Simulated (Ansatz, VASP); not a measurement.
One calculation of ZrN, two programs

The input INCAR:

```
  ALGO = Normal
  EDIFF = 1E-8
  ENCUT = 520
  GGA = CA
  GGA_COMPAT = False
  ISIF = 2
  ISMEAR = -1
  LASPH = True
  LCHARG = False
  LEFG = True
  LREAL = False
  LWAVE = False
  NBANDS = 16
  NELM = 120
  PREC = Accurate
  SIGMA = 0.03
```

The input KPOINTS:

```
k-points
0
Gamma
  9 9 9
```

The input POSCAR:

```
ZrN
1.0
    0.0000000000      2.2688991354      2.2688991354
    2.2688991354      0.0000000000      2.2688991354
    2.2688991354      2.2688991354      0.0000000000
Zr N
1 1
Direct
    0.0000000000      0.0000000000      0.0000000000
    0.5000000000      0.5000000000      0.5000000000
```

Input for Ansatz:

```yaml
crystal:
  lattice:
    - [0.0, 2.2688991354, 2.2688991354]
    - [2.2688991354, 0.0, 2.2688991354]
    - [2.2688991354, 2.2688991354, 0.0]
  atoms:
    - { symbol: Zr, position: [0.0, 0.0, 0.0] }
    - { symbol: "N", position: [0.5, 0.5, 0.5] }
kpoints:
  mp_grid: { grid: [9, 9, 9] }
scf:
  occupations: { method: fermi_dirac, width: 0.03 }
hamiltonian:
  xc: lda
  pseudopotentials: { kind: all_electron, datasets: crystal }
output:
  forces: true
  stress: true
  eigenvalues: true
  efg: { contact_densities: true }
```

Change from the starting cell: volume scaled by 0.98, crystal datasets.

Alike in both runs: task electric field gradients; functional LDA; k mesh 9 × 9 × 9; occupations fermi-dirac, width 0.03 eV; no spin polarisation.

|  | VASP | Ansatz |
| --- | --- | --- |
| version | VASP 6.6.1 | Ansatz 0.2.0 |
| potentials or method | VASP PAW LDA potentials, release 64 (Zr_sv, N), cutoff 520 eV | all-electron PAW with datasets made for the crystal, scalar-relativistic |

Ansatz gave:

- pressure (GPa): -2.4

What did VASP give for the same quantities?

Pressure (GPa): -1.7.

LDA's correlation is that of Perdew and Zunger in VASP and of Perdew and Wang (1992) in Ansatz. Ansatz ran all-electron here, and VASP with PAW potentials.
